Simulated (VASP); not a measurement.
Input of a VASP 6.6.1 run:

The input INCAR:

```
SYSTEM = LiNbO3
PREC = Accurate ; ENCUT = 750
EDIFF = 1E-6 ; ISMEAR = -4
SIGMA = 0.05 ; LREAL = .False.
LASPH = .True. ; NELM = 120
ALGO = Normal ; ISIF = 2
LWAVE = .False. ; LCHARG = .False.
NBANDS = 45 ; GGA_COMPAT = .False.
```

KPOINTS

```
Automatic mesh
0
Gamma
  6 6 6
  0 0 0
```

File POSCAR:

```
LiNbO3
1.0
    2.5737419710      1.4859506198      4.5618718522
   -2.5737419710      1.4859506198      4.5618718522
    0.0000000000     -2.9719012395      4.5618718522
Li Nb O
2 2 6
Direct
    0.2820532489      0.2820532489      0.2820532489
    0.7820532489      0.7820532489      0.7820532489
    0.9985425380      0.9985425380      0.9985425380
    0.4985425380      0.4985425380      0.4985425380
    0.1062571809      0.3667678423      0.7180491900
    0.7180491900      0.1062571809      0.3667678423
    0.3667678423      0.7180491900      0.1062571809
    0.2180491900      0.8667678423      0.6062571809
    0.8667678423      0.6062571809      0.2180491900
    0.6062571809      0.2180491900      0.8667678423
```

Potentials or basis: VASP PAW LDA potentials, release 64 (Li_sv, Nb_sv, O).

Launch:

```sh
$ cat potpaw_LDA.64/Li_sv/POTCAR potpaw_LDA.64/Nb_sv/POTCAR potpaw_LDA.64/O/POTCAR > POTCAR
$ mpirun -np 1 vasp_std > vasp.out
```

Predict the largest force.

0.398 eV/Å.

Estimate the band gap on the k mesh.

3.36 eV (least direct gap 3.40 eV).

What does it give for the pressure?

-7.2 GPa.

Stress tensor (GPa, compression positive):
```
-8.34  0.00  0.00
 0.00 -8.34  0.00
 0.00  0.00 -4.77
```

Caveat: the cell stands under tension. A k mesh can miss the band edges.
